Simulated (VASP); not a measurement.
# MgS (P6_3mc) in VASP: notebook, part 2 of 2

VASP 6.6.1. The steps go on from the part before.

## 3. Single point, PBE

INCAR

```
SYSTEM = MgS
PREC = Accurate ; ENCUT = 600
EDIFF = 1E-6 ; ISMEAR = 0
SIGMA = 0.1 ; LREAL = .False.
LASPH = .True. ; NELM = 120
ALGO = Normal ; ISIF = 2
LWAVE = .False. ; LCHARG = .False.
GGA = PE ; NBANDS = 16
GGA_COMPAT = .False.
```

KPOINTS

```
regular mesh
0
Gamma
  6 6 2
  0 0 0
```

POSCAR

```
MgS
1.0
    4.0346224068      0.0000000000      0.0000000000
   -2.0173112034      3.4940854990      0.0000000000
    0.0000000000      0.0000000000      6.4322941800
Mg S
2 2
Direct
    0.6666666667      0.3333333333      0.4957548500
    0.3333333333      0.6666666667      0.9957548500
    0.3333333333      0.6666666667      0.3792441500
    0.6666666667      0.3333333333      0.8792441500
```

Potentials or basis: VASP PAW PBE potentials, release 64 (Mg, S).

Launch:

```console
cat potpaw_PBE.64/Mg/POTCAR potpaw_PBE.64/S/POTCAR > POTCAR
mpirun -np 1 vasp_std > vasp.out
```

OUTCAR:

```text
SYSTEM = MgS
   PREC = Accurate
   ENCUT = 600
   EDIFF = 1E-6
   ISMEAR = 0
   LREAL = .False.
   LASPH = .True.
   NELM = 120
   ISIF = 2
   GGA = PE

 ion  position               nearest neighbor table
   1  0.667  0.333  0.496-   3 2.45   3 2.45   3 2.45   4 2.47
   2  0.333  0.667  0.996-   4 2.45   4 2.45   4 2.45   3 2.47
   3  0.333  0.667  0.379-   1 2.45   1 2.45   1 2.45   2 2.47
   4  0.667  0.333  0.879-   2 2.45   2 2.45   2 2.45   1 2.47

  LATTYP: Found a hexagonal cell.
 ALAT       =     4.0346224068
 C/A-ratio  =     1.5942741430
[... 452 lines left out ...]
  Direction    XX          YY          ZZ          XY          YZ          ZX
  --------------------------------------------------------------------------------------
  -------------------------------------------------------------------------------------
  Total        0.5774807      0.5774807      0.4340747      0.0000000      0.0000000      0.0000000
  in kB       10.2034194     10.2034194      7.6696006      0.0000000      0.0000000      0.0000000
  external PRESSURE =       9.3588132 kB  Pullay stress =       0.0000000 kB

 VOLUME and BASIS-vectors are now :
 -----------------------------------------------------------------------------
  energy-cutoff  :      600.00
  volume of cell :       90.68
      direct lattice vectors                 reciprocal lattice vectors
     4.034622407  0.000000000  0.000000000     0.247854669  0.143098960  0.000000000
    -2.017311203  3.494085499  0.000000000     0.000000000  0.286197919  0.000000000
     0.000000000  0.000000000  6.432294180     0.000000000  0.000000000  0.155465526

 POSITION                                       TOTAL-FORCE (eV/Angst)
 -----------------------------------------------------------------------------------
      2.01731      1.16470      3.18884        -0.000000     -0.000000      0.049342
     -0.00000      2.32939      6.40499        -0.000000     -0.000000      0.049342
     -0.00000      2.32939      2.43941         0.000000     -0.000000     -0.049342
      2.01731      1.16470      5.65556        -0.000000      0.000000     -0.049342
 -----------------------------------------------------------------------------------
    total drift:                               -0.000000      0.000000      0.000054

  FREE ENERGIE OF THE ION-ELECTRON SYSTEM (eV)
  ---------------------------------------------------
  free  energy   TOTEN  =       -16.9752897648 eV

  energy  without entropy=      -16.9752897648  energy(sigma->0) =      -16.97528976
```

stdout:

```text
POSCAR found type information on POSCAR MgS
 POSCAR found :  2 types and       4 ions
 scaLAPACK will be used
 LDA part: xc-table for (Slater+PW92), standard interpolation
 POSCAR, INCAR and KPOINTS ok, starting setup
 FFT: planning ... GRIDC
 FFT: planning ... GRID_SOFT
 FFT: planning ... GRID
 WAVECAR not read
 entering main loop
```

Wall time 38 s (1 thread of Intel Xeon Platinum 8175M at 2.50GHz (Skylake/Cascade Lake), shared host); peak memory 0.23 GiB.

Results:

| Quantity | Value |
| --- | --- |
| Free energy | -16.9753 eV |
| Pressure | 0.9 GPa |
| Largest force | 0.049 eV/Å |
| Band gap on the k mesh | 3.43 eV |

Forces on the atoms (eV/Å):
```
Mg   0.000  0.000  0.049
Mg   0.000  0.000  0.049
S    0.000  0.000 -0.049
S    0.000  0.000 -0.049
```

Caveat: the k points lie up to 0.49 Å⁻¹ apart.

## 4. Single point, PBE

INCAR

```
ALGO = Normal ; EDIFF = 1E-6
ENCUT = 600 ; GGA = PE
GGA_COMPAT = F ; ISIF = 2
ISMEAR = 0 ; LASPH = T
LCHARG = F ; LREAL = F
LWAVE = F ; NBANDS = 16
NELM = 120 ; PREC = Accurate
SIGMA = 0.1
```

KPOINTS

```
k-points
0
Gamma
  6 6 2
```

POSCAR is that of step 3.

Launch:

```console
cat potpaw_PBE.64/Mg/POTCAR potpaw_PBE.64/S/POTCAR > POTCAR
mpirun -np 1 vasp_std > vasp.out
```

Wall time 34 s (1 thread of Intel Xeon Platinum 8175M at 2.50GHz (Skylake/Cascade Lake), shared host); peak memory 0.23 GiB.

The run converged. Its results:

| Property | Result |
| --- | --- |
| Free energy | -16.9753 eV |
| Pressure | 0.9 GPa |
| Largest force | 0.049 eV/Å |
| Band gap on the k mesh | 3.43 eV |

Forces in eV/Å, atoms in the order of the input:
```
Mg   0.000  0.000  0.049
Mg   0.000  0.000  0.049
S    0.000  0.000 -0.049
S    0.000  0.000 -0.049
```

Stress tensor (GPa, compression positive):
```
1.02 0.00 0.00
0.00 1.02 0.00
0.00 0.00 0.77
```

Levels at points of the mesh, in eV from the valence-band top:
```
           k point  band 4  band 5  band 6  band 7  band 8  band 9  band 10  band 11  band 12  band 13
(0.00, 0.00, 0.00)   -0.58   -0.58   -0.16   -0.16    0.00    3.43     4.67     7.47     7.47     8.21
(0.50, 0.00, 0.00)   -2.45   -1.88   -1.25   -0.93   -0.48    4.72     5.20     5.80     7.49     8.30
(0.00, 0.00, 0.50)   -1.91   -0.38   -0.38   -0.38   -0.38    4.90     4.90     7.61     7.61     7.62
(0.50, 0.00, 0.50)   -3.11   -0.90   -0.90   -0.80   -0.80    4.65     4.65     6.28     6.28     9.22
```

Caveat: the k points lie up to 0.49 Å⁻¹ apart.

## 5. Single point, revPBE

INCAR

```
PREC     = Accurate       # precision mode
ENCUT    = 600            # plane-wave cutoff, eV
EDIFF    = 1E-6           # SCF threshold, eV
ISMEAR   = 0              # smearing method
SIGMA    = 0.1            # smearing width, eV
LREAL    = F              # projectors in reciprocal space
LASPH    = T              # aspherical terms in the spheres
NELM     = 120            # most SCF steps
ALGO     = Normal         # electronic algorithm
ISIF     = 2              # what is computed and relaxed
LWAVE    = F              # write WAVECAR
LCHARG   = F              # write CHGCAR
GGA      = RE             # functional
NBANDS   = 16             # bands
GGA_COMPAT= F
```

KPOINTS

```
Automatic mesh
0
Gamma
  6 6 2
```

POSCAR is that of step 4.

Launch:

```console
cat potpaw_PBE.64/Mg/POTCAR potpaw_PBE.64/S/POTCAR > POTCAR
mpirun -np 1 vasp_std > vasp.out
```

Wall time 38 s (1 thread of Intel Xeon Platinum 8175M at 2.50GHz (Skylake/Cascade Lake), shared host); peak memory 0.23 GiB.

It converged, with:

```
Free energy            : -16.1238 eV
Pressure               : 2.2 GPa
Largest force          : 0.046 eV/Å
Band gap on the k mesh : 3.60 eV
```

Forces in eV/Å, atoms in the order of the input:
```
Mg   0.000  0.000  0.046
Mg   0.000  0.000  0.046
S    0.000  0.000 -0.046
S    0.000  0.000 -0.046
```

Stress tensor (GPa, compression positive):
```
2.32 0.00 0.00
0.00 2.32 0.00
0.00 0.00 2.01
```

Levels at points of the mesh, in eV from the valence-band top:
| k point | band 4 | band 5 | band 6 | band 7 | band 8 | band 9 | band 10 | band 11 | band 12 | band 13 |
| --- | --- | --- | --- | --- | --- | --- | --- | --- | --- | --- |
| (0.00, 0.00, 0.00) | -0.58 | -0.58 | -0.16 | -0.16 | 0.00 | 3.60 | 4.80 | 7.55 | 7.55 | 8.28 |
| (0.50, 0.00, 0.00) | -2.41 | -1.86 | -1.24 | -0.92 | -0.47 | 4.85 | 5.32 | 5.92 | 7.56 | 8.42 |
| (0.00, 0.00, 0.50) | -1.88 | -0.38 | -0.38 | -0.38 | -0.38 | 5.05 | 5.05 | 7.69 | 7.69 | 7.69 |
| (0.50, 0.00, 0.50) | -3.07 | -0.89 | -0.89 | -0.79 | -0.79 | 4.78 | 4.78 | 6.38 | 6.38 | 9.29 |

Caveat: the k points lie up to 0.49 Å⁻¹ apart; the PAW data sets were made with another functional, which shifts forces and pressure a little.

## 6. The runs side by side

| level | gap on the mesh (eV) | pressure (GPa) | largest force (eV/Å) |
| --- | --- | --- | --- |
| BLYP | 3.56 | 2.4 | 0.06 |
| PBE | 3.43 | 0.9 | 0.05 |
| revPBE | 3.60 | 2.2 | 0.05 |

Alike in all rows: task single point; potentials or basis VASP PAW PBE potentials, release 64 (Mg, S); no spin polarisation; cell as given; k mesh 6 × 6 × 2; cutoff (eV) 600; smearing gaussian 0.1 eV.

Caveats: all runs use coarse meshes; the PAW data sets were made with another functional, which shifts forces and pressure a little (at least some runs).

Total energies depend on the potentials used, so only differences within one code and one set of settings carry meaning.
